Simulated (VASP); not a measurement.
# SnO2 (Pnnm) in VASP: settings compared

Aim: see how the results for SnO2 move with the level of theory and the settings. Levels: PBEsol, PBEsol+D4. Tasks: single point.

Program: VASP 6.6.1. These are calculated values, not measurements. Logs are shortened: lines on timing, memory, paths and dates and some standing lists are left out, and cuts for length are marked.

**1. The cell of the first run**

The typed cell holds 6 atoms: a = 4.959 Å, b = 4.961 Å, c = 3.135 Å, α = 90.00°, β = 90.00°, γ = 90.00°.

**2. Single point, PBEsol**

The input, INCAR:

```
PREC     = Accurate       # precision mode
ENCUT    = 520            # plane-wave cutoff, eV
EDIFF    = 1E-6           # SCF threshold, eV
ISMEAR   = 0              # smearing method
SIGMA    = 0.02           # smearing width, eV
LREAL    = False          # projectors in reciprocal space
LASPH    = True           # aspherical terms in the spheres
NELM     = 60             # most SCF steps
ALGO     = Normal         # electronic algorithm
ISIF     = 2              # what is computed and relaxed
LWAVE    = False          # write WAVECAR
LCHARG   = False          # write CHGCAR
GGA      = PS             # functional
NBANDS   = 35             # bands
```

The input, KPOINTS:

```
Automatic mesh
0
Gamma
  6 6 8
```

The input, POSCAR:

```
SnO2
1.0
    4.9594039495      0.0000000000      0.0000000000
    0.0000000000      4.9608684377      0.0000000000
    0.0000000000      0.0000000000      3.1349624049
Sn O
2 4
Direct
    0.5000000000      0.5000000000      0.5000000000
    0.0000000000      0.0000000000      0.0000000000
    0.3074638526      0.3075430387      0.0000000000
    0.8074638526      0.1924569613      0.5000000000
    0.1925361474      0.8075430387      0.5000000000
    0.6925361474      0.6924569613      0.0000000000
```

Potentials or basis: VASP PAW PBE potentials, release 64 (Sn_d, O).

On the command line:

```bash
$ cat potpaw_PBE.64/Sn_d/POTCAR potpaw_PBE.64/O/POTCAR > POTCAR
$ mpirun -np 1 vasp_std > vasp.out
```

OUTCAR:

```text
PREC = Accurate
   ENCUT = 520
   EDIFF = 1E-6
   ISMEAR = 0
   LREAL = False
   LASPH = True
   NELM = 60
   ISIF = 2
   GGA = PS

 ion  position               nearest neighbor table
   1  0.500  0.500  0.500-   3 2.07   6 2.07   3 2.07   6 2.07   5 2.16   4 2.16
   2  0.000  0.000  0.000-   4 2.07   5 2.07   4 2.07   5 2.07   3 2.16   6 2.16
   3  0.307  0.308  0.000-   1 2.07   1 2.07   2 2.16
   4  0.807  0.192  0.500-   2 2.07   2 2.07   1 2.16
   5  0.193  0.808  0.500-   2 2.07   2 2.07   1 2.16
   6  0.693  0.692  0.000-   1 2.07   1 2.07   2 2.16

  LATTYP: Found a simple orthorhombic cell.
 ALAT       =     3.1349624049
 B/A-ratio  =     1.5819660044
 C/A-ratio  =     1.5824331513

  Lattice vectors:

 A1 = (   0.0000000000,   0.0000000000,   3.1349624049)
 A2 = (   4.9594039495,   0.0000000000,   0.0000000000)
 A3 = (   0.0000000000,   4.9608684377,   0.0000000000)

Analysis of symmetry for initial positions (statically):
=====================================================================
 Subroutine PRICEL returns:
 Original cell was already a primitive cell.

 Routine SETGRP: Setting up the symmetry group for a
 simple orthorhombic supercell.

 Subroutine GETGRP returns: Found  8 space group operations
 (whereof  4 operations were pure point group operations)
 out of a pool of  8 trial point group operations.

The static configuration has the point symmetry C_2h.
 The point group associated with its full space group is D_2h.

Analysis of symmetry for dynamics (positions and initial velocities):
=====================================================================
 Subroutine PRICEL returns:
 Original cell was already a primitive cell.

 Routine SETGRP: Setting up the symmetry group for a
 simple orthorhombic supercell.

 Subroutine GETGRP returns: Found  8 space group operations
 (whereof  4 operations were pure point group operations)
 out of a pool of  8 trial point group operations.

The dynamic configuration has the point symmetry C_2h.
 The point group associated with its full space group is D_2h.

 Subroutine INISYM returns: Found  8 space group operations
 (whereof  4 operations are pure point group operations),
 and found     1 'primitive' translations

----------------------------------------------------------------------------------------

[... 95 lines left out ...]
   LNONCOLLINEAR =      F non collinear calculations
   LSORBIT =      F    spin-orbit coupling
   LASPH  =      T    aspherical Exc in radial PAW
   ENCUT  =  520.0 eV  38.22 Ry    6.18 a.u.   9.22  9.22  5.83*2*pi/ulx,y,z
   NELM   =     60;   NELMIN=  2; NELMDL= -5     # of ELM steps
   EDIFF  = 0.1E-05   stopping-criterion for ELM
   LREAL  =      F    real-space projection
   EDIFFG = 0.1E-04   stopping-criterion for IOM
   NSW    =      0    number of steps for IOM
   IBRION =     -1    ionic relax: 0-MD 1-quasi-New 2-CG
   NFREE  =      0    steps in history (QN), initial steepest desc. (CG)
   ISIF   =      2    stress and relaxation
   ISYM   =      2    0-nonsym 1-usesym 2-fastsym
   POTIM  = 0.5000    time-step for ionic-motion
   TEBEG  =    0.0;   TEEND  =   0.0 temperature during run
   PSTRESS=    0.0 pullay stress
   NELECT =      52.0000    total number of electrons
   NUPDOWN=      -1.0000    fix difference up-down
   EMIN   =  10.00;   EMAX   =-10.00  energy-range for DOS
   EFERMI =   0.00;   METHOD = LEGACY
   ISMEAR =     0;   SIGMA  =   0.02  broadening in eV -4-tet -1-fermi 0-gaus
   EFERMI_NEDOS =   21; number of points for ismear=-14 and -15
   IALGO  =     38    algorithm
   IMIX   =      4    mixing-type and parameters
     AMIX     =   0.40;   BMIX     =  1.00
     AMIX_MAG =   1.60;   BMIX_MAG =  1.00
  volume/ion in A,a.u.               =      12.85        86.75
  Fermi-wavevector in a.u.,A,eV,Ry     =   1.435499  2.712699 28.036930  2.060656
  Thomas-Fermi vector in A             =   2.554790
   LORBIT       =      0    0 simple, 1 ext, 2 COOP (PROOUT), +10 PAW based schemes
   GGA     = PS    functional components
   LHFCALC =     F    Hartree Fock is set to
   AEXX    =    0.0000 exact exchange contribution
   IVDW    =     0    specifies the selected vdW correction
   LEPSILON=     F    determine dielectric tensor
   LRPA    =     F    only Hartree local field effects (RPA)
 non-spin polarized calculation
 Gauss-broadening in eV      SIGMA  =   0.02
  energy-cutoff  :      520.00
  volume of cell :       77.13
 maximum number of plane-waves:      2108
 NGX is ok and might be reduce to    40
   NGX = 19   NGY = 19   NGZ = 11

 number of electron      52.0000001 magnetization

 Free energy of the ion-electron system (eV)
  ---------------------------------------------------
  ext. energy  EPLUGINS =         0.00000000
  ---------------------------------------------------
  free energy    TOTEN  =       -39.49190422 eV

  energy without entropy =      -39.49190422  energy(sigma->0) =      -39.49190422

 E-fermi :   5.2483     XC(G=0): -11.1054

 val. band max:        5.1206990083   @ k =   0.0000   0.0000   0.0000
 cond. band min:       5.7519665245   @ k =   0.0000   0.0000   0.0000
 fundamental gap:      0.6312675162
 Fermi energy:         5.2482904734

 k-point     1 :       0.0000    0.0000    0.0000
  band No.  band energies     occupation
      1     -15.8457      2.00000
      2     -15.3069      2.00000
      3     -14.9781      2.00000
      4     -14.9469      2.00000
      5     -14.9469      2.00000
      6     -14.8595      2.00000
[... 901 lines left out ...]
     34      16.7511      0.00000
     35      17.1110      0.00000

 [... further k-points ...]
[... 5 lines left out ...]
  --------------------------------------------------------------------------------------
  -------------------------------------------------------------------------------------
  Total       -4.5088406     -4.5195718      0.3656666     -0.0000000      0.0000000      0.0000000
  in kB      -93.6603840    -93.8832998      7.5958496     -0.0000000      0.0000000      0.0000000
  external PRESSURE =     -59.9826114 kB  Pullay stress =       0.0000000 kB

 VOLUME and BASIS-vectors are now :
 -----------------------------------------------------------------------------
  energy-cutoff  :      520.00
  volume of cell :       77.13
      direct lattice vectors                 reciprocal lattice vectors
     4.959403950  0.000000000  0.000000000     0.201637134  0.000000000  0.000000000
     0.000000000  4.960868438  0.000000000     0.000000000  0.201577609  0.000000000
     0.000000000  0.000000000  3.134962405     0.000000000  0.000000000  0.318983092

 POSITION                                       TOTAL-FORCE (eV/Angst)
 -----------------------------------------------------------------------------------
      2.47970      2.48043      1.56748         0.000000      0.000000      0.000000
      0.00000      0.00000      0.00000         0.000000      0.000000      0.000000
      1.52484      1.52568      0.00000        -0.024246     -0.024295      0.000000
      4.00454      0.95475      1.56748        -0.024246      0.024295      0.000000
      0.95486      4.00611      1.56748         0.024246     -0.024295     -0.000000
      3.43457      3.43519      0.00000         0.024246      0.024295     -0.000000
 -----------------------------------------------------------------------------------
    total drift:                                0.000000      0.000000      0.000000

  FREE ENERGIE OF THE ION-ELECTRON SYSTEM (eV)
  ---------------------------------------------------
  free  energy   TOTEN  =       -39.4919042234 eV

  energy  without entropy=      -39.4919042234  energy(sigma->0) =      -39.49190422
```

OSZICAR:

```text
N       E                     dE             d eps       ncg     rms          rms(c)
DAV:   1     0.638141328477E+03    0.63814E+03   -0.25417E+04  6093   0.226E+03
DAV:   2     0.589917781695E+02   -0.57915E+03   -0.54591E+03  6025   0.600E+02
DAV:   3    -0.393899336796E+02   -0.98382E+02   -0.96540E+02  6159   0.208E+02
DAV:   4    -0.446915119321E+02   -0.53016E+01   -0.52578E+01  7001   0.520E+01
DAV:   5    -0.448309702228E+02   -0.13946E+00   -0.13922E+00  7085   0.898E+00    0.145E+01
DAV:   6    -0.395053694024E+02    0.53256E+01   -0.15044E+01  8822   0.618E+01    0.598E+00
DAV:   7    -0.395483432828E+02   -0.42974E-01   -0.17351E+00  6423   0.727E+00    0.310E+00
DAV:   8    -0.395014968566E+02    0.46846E-01   -0.18954E-01  8181   0.346E+00    0.698E-01
DAV:   9    -0.394913000564E+02    0.10197E-01   -0.28844E-02  8300   0.263E+00    0.115E-01
DAV:  10    -0.394918712552E+02   -0.57120E-03   -0.39274E-03  7916   0.570E-01    0.444E-02
DAV:  11    -0.394919033469E+02   -0.32092E-04   -0.14118E-04  9042   0.110E-01    0.257E-02
DAV:  12    -0.394919042234E+02   -0.87651E-06   -0.93233E-06  7919   0.250E-02
   1 F= -.39491904E+02 E0= -.39491904E+02  d E =-.827430E-22
```

stdout:

```text
POSCAR found type information on POSCAR SnO
 POSCAR found :  2 types and       6 ions
 scaLAPACK will be used
 -----------------------------------------------------------------------------
|                                                                             |
|                                                                             |
|     You enforced a specific xc type in the INCAR file but a different       |
|     I HOPE YOU KNOW WHAT YOU ARE DOING!                                     |
|                                                                             |
 -----------------------------------------------------------------------------

 LDA part: xc-table for (Slater+PW92), standard interpolation
 POSCAR, INCAR and KPOINTS ok, starting setup
 FFT: planning ... GRIDC
 FFT: planning ... GRID_SOFT
 FFT: planning ... GRID
 WAVECAR not read
 entering main loop
```

Wall time 2 min (1 thread of AMD EPYC 9R45 (Zen 5), shared host); peak memory 0.27 GiB.

What came out:

* Free energy: -39.4919 eV
* Pressure: -6.0 GPa
* Largest force: 0.034 eV/Å
* Band gap on the k mesh: 0.63 eV

Forces in eV/Å, atoms in the order of the input:
```
Sn   0.000  0.000  0.000
Sn   0.000  0.000  0.000
O   -0.024 -0.024  0.000
O   -0.024  0.024  0.000
O    0.024 -0.024  0.000
O    0.024  0.024  0.000
```

Caveat: the stress differs along the axes, from -9 to 1 GPa; semilocal functionals underestimate gaps, and a narrow one can read as zero; the PAW data sets were made with another functional, which shifts forces and pressure a little; spin-orbit coupling is left out, which moves the levels of the heavy elements.

**3. Single point, PBEsol**

This run uses another cell than the first one, of 11.87 Å³/atom.

The input, INCAR:

```
SYSTEM = SnO2
PREC = Accurate
ENCUT = 600
EDIFF = 1E-6
ISMEAR = 0
SIGMA = 0.02
LREAL = .FALSE.
LASPH = .TRUE.
NELM = 120
ALGO = Normal
ISIF = 2
LWAVE = .FALSE.
LCHARG = .FALSE.
GGA = PS
NBANDS = 35
GGA_COMPAT = .FALSE.
```

The input, KPOINTS:

```
regular mesh
0
G
  6 6 8
  0 0 0
```

The input, POSCAR:

```
SnO2
1.0
    4.6732844909      0.0000000000      0.0000000000
    0.0000000000      4.6746644894      0.0000000000
    0.0000000000      0.0000000000      3.2613122325
Sn O
2 4
Direct
    0.5000000000      0.5000000000      0.5000000000
    0.0000000000      0.0000000000      0.0000000000
    0.3066419769      0.3067650977      0.0000000000
    0.8066419769      0.1932349023      0.5000000000
    0.1933580231      0.8067650977      0.5000000000
    0.6933580231      0.6932349023      0.0000000000
```

Potentials or basis: VASP PAW PBE potentials, release 64 (Sn_d, O).

On the command line:

```bash
$ cat potpaw_PBE.64/Sn_d/POTCAR potpaw_PBE.64/O/POTCAR > POTCAR
$ mpirun -np 1 vasp_std > vasp.out
```

It took 4.2 min on 1 thread of Oxide Virtual Turin-like, shared host; peak memory 0.3 GiB.

Results (log left out):

| Item | Value |
| --- | --- |
| Free energy | -39.6171 eV |
| Pressure | 4.6 GPa |
| Largest force | 0.007 eV/Å |
| Band gap on the k mesh | 1.10 eV |

Forces in eV/Å, atoms in the order of the input:
```
Sn   0.000  0.000  0.000
Sn   0.000  0.000  0.000
O   -0.005 -0.005  0.000
O   -0.005  0.005  0.000
O    0.005 -0.005  0.000
O    0.005  0.005  0.000
```

Stress tensor (GPa, compression positive):
```
6.60 0.00 0.00
0.00 6.59 0.00
0.00 0.00 0.70
```

Levels at points of the mesh, in eV from the valence-band top:
```
           k point  band 22  band 23  band 24  band 25  band 26  band 27  band 28  band 29  band 30  band 31
(0.00, 0.00, 0.00)    -1.32    -1.32    -0.75    -0.75     0.00     1.10     5.74     5.94     5.94    10.02
(0.50, 0.00, 0.00)    -1.97    -1.27    -1.27    -0.61    -0.61     4.37     4.37     6.70     6.70    11.10
(0.00, 0.50, 0.00)    -1.98    -1.27    -1.27    -0.61    -0.61     4.37     4.37     6.70     6.70    11.10
(0.50, 0.50, 0.00)    -2.05    -1.42    -1.42    -0.83    -0.83     4.68     4.68     7.26     7.26    11.09
(0.00, 0.00, 0.50)    -2.63    -1.71    -1.71    -1.26    -1.26     6.12     6.12     9.70     9.70    10.15
(0.50, 0.00, 0.50)    -1.76    -1.08    -1.08    -0.62    -0.62     6.46     6.46     8.12     8.12    10.60
(0.00, 0.50, 0.50)    -1.76    -1.09    -1.09    -0.62    -0.62     6.46     6.46     8.12     8.12    10.60
(0.50, 0.50, 0.50)    -2.29    -0.94    -0.94    -0.78    -0.78     4.85     4.85     8.75     8.75    10.62
```

Caveat: the stress differs along the axes, from 1 to 7 GPa; the PAW data sets were made with another functional, which shifts forces and pressure a little; spin-orbit coupling is left out, which moves the levels of the heavy elements.

**4. Single point, PBEsol+D4**

This run uses another cell than the first one, of 13.23 Å³/atom.

The input, INCAR:

```
PREC = Accurate
ENCUT = 600
EDIFF = 1E-6
ISMEAR = 0
SIGMA = 0.02
LREAL = False
LASPH = True
NELM = 120
ALGO = Normal
ISIF = 2
LWAVE = False
LCHARG = False
GGA = PS
IVDW = 13
NBANDS = 35
GGA_COMPAT = False
```

The input, KPOINTS:

```
regular mesh
0
Gamma
  6 6 8
```

The input, POSCAR:

```
SnO2
1.0
    5.0547771024      0.0000000000      0.0000000000
    0.0000000000      5.0562697539      0.0000000000
    0.0000000000      0.0000000000      3.1060606663
Sn O
2 4
Direct
    0.5000000000      0.5000000000      0.5000000000
    0.0000000000      0.0000000000      0.0000000000
    0.3091500906      0.3092160200      0.0000000000
    0.8091500906      0.1907839800      0.5000000000
    0.1908499094      0.8092160200      0.5000000000
    0.6908499094      0.6907839800      0.0000000000
```

On the command line:

```bash
$ cat potpaw_PBE.64/Sn_d/POTCAR potpaw_PBE.64/O/POTCAR > POTCAR
$ mpirun -np 1 vasp_std > vasp.out
```

It took 2.7 min on 1 thread of Oxide Virtual Turin-like, shared host; peak memory 0.32 GiB.

Results (log left out):

| Property | Result |
| --- | --- |
| Free energy | -40.1281 eV |
| Pressure | -9.9 GPa |
| Largest force | 0.037 eV/Å |
| Band gap on the k mesh | 0.56 eV |
| Dispersion energy per atom | -0.139 eV |

Forces on the atoms (eV/Å):
```
Sn   0.000  0.000  0.000
Sn   0.000  0.000  0.000
O   -0.026 -0.026  0.000
O   -0.026  0.026  0.000
O    0.026 -0.026  0.000
O    0.026  0.026  0.000
```

Stress tensor (GPa, compression positive):
```
-14.34   0.00   0.00
  0.00 -14.36   0.00
  0.00   0.00  -1.00
```

Levels at points of the mesh, in eV from the valence-band top:
```tsv
k point	band 24	band 25	band 26	band 27	band 28	band 29
(0.00, 0.00, 0.00)	-0.80	-0.80	0.00	0.56	5.78	6.21
(0.50, 0.00, 0.00)	-1.00	-0.68	-0.68	3.46	3.46	7.03
(0.00, 0.50, 0.00)	-1.00	-0.68	-0.68	3.46	3.46	7.03
(0.50, 0.50, 0.00)	-1.07	-0.93	-0.93	3.97	3.97	7.12
(0.00, 0.00, 0.50)	-1.35	-1.12	-1.12	5.16	5.16	8.64
(0.50, 0.00, 0.50)	-0.98	-0.88	-0.88	5.34	5.34	6.67
(0.00, 0.50, 0.50)	-0.98	-0.88	-0.88	5.34	5.34	6.67
(0.50, 0.50, 0.50)	-0.95	-0.80	-0.80	3.96	3.96	8.00
```

Caveat: the stress differs along the axes, from -14 to -1 GPa; semilocal functionals underestimate gaps, and a narrow one can read as zero; the PAW data sets were made with another functional, which shifts forces and pressure a little; spin-orbit coupling is left out, which moves the levels of the heavy elements.

**5. Summary**

| level | cell | cutoff (eV) | gap on the mesh (eV) | pressure (GPa) | largest force (eV/Å) |
| --- | --- | --- | --- | --- | --- |
| PBEsol | a = 4.959, b = 4.961, c = 3.135 Å, 6 atoms, atomic positions A | 520 | 0.63 | -6.0 | 0.03 |
| PBEsol | a = 4.673, b = 4.675, c = 3.261 Å, 6 atoms, atomic positions B | 600 | 1.10 | 4.6 | 0.01 |
| PBEsol+D4 | a = 5.055, b = 5.056, c = 3.106 Å, 6 atoms, atomic positions C | 600 | 0.56 | -9.9 | 0.04 |

Alike in all rows: task single point; potentials or basis VASP PAW PBE potentials, release 64 (Sn_d, O); no spin polarisation; k mesh 6 × 6 × 8; smearing gaussian 0.02 eV.

Caveats: the PAW data sets were made with another functional, which shifts forces and pressure a little; spin-orbit coupling is left out, which moves the levels of the heavy elements; semilocal functionals underestimate gaps, and a narrow one can read as zero (at least some runs); the stress differs along the axes, from -9 to 1 GPa (at least some runs); the stress differs along the axes, from 1 to 7 GPa (at least some runs); the stress differs along the axes, from -14 to -1 GPa (at least some runs).

Total energies depend on the potentials used, so only differences within one code and one set of settings carry meaning.
